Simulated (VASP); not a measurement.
KMgH3, 5 atoms in the cell. The structure is tetragonal, space group P4/mmm (No. 123). The conventional cell has a = 4.226 Å, b = 4.226 Å, c = 3.924 Å, α = 90.00°, β = 90.00°, γ = 90.00°. K (site symmetry 4/mmm) has 12 H at 2.88 to 2.99 Å and 8 Mg at 3.58 Å within 3.8 Å. Within 2.6 Å of Mg (site symmetry 4/mmm) lie 6 H at 1.96 to 2.11 Å. H (site symmetry mmm) has 2 Mg at 2.11 Å within 2.8 Å. H (site symmetry 4/mmm) has 2 Mg at 1.96 Å within 2.6 Å.  This cell differs from its parent crystal: strain +0.050 along x and y, -0.025 along z.

| Quantity | Value |
| --- | --- |
| Program | VASP 6.6.1 |
| Task | single point |
| Functional | LDA |
| Potentials or basis | VASP PAW LDA potentials, release 64 (K_sv, Mg, H) |
| Cutoff | 520 eV |
| k mesh | 8 × 8 × 8 |
| Occupations | gaussian, width 0.05 eV |
| Spin | no spin polarisation |
| Dipole correction | no |
| Further INCAR settings | ALGO = Normal; EDIFF = 1e-07; NBANDS = 15 |

Potentials or basis: VASP PAW LDA potentials, release 64 (K_sv, Mg, H).

Launch:

```console
$ cat potpaw_LDA.64/K_sv/POTCAR potpaw_LDA.64/Mg/POTCAR potpaw_LDA.64/H/POTCAR > POTCAR
$ mpirun -np 1 vasp_std > vasp.out
```

Hardware: 1 thread of Intel Xeon 8259CL, with other jobs on the host.

Q: Estimate the wall time of this run.

A: Run time: 75 s on 1 thread of Intel Xeon 8259CL, with other jobs on the host, peak memory 0.22 GiB. Counts: scf iterations 13, k points 75.
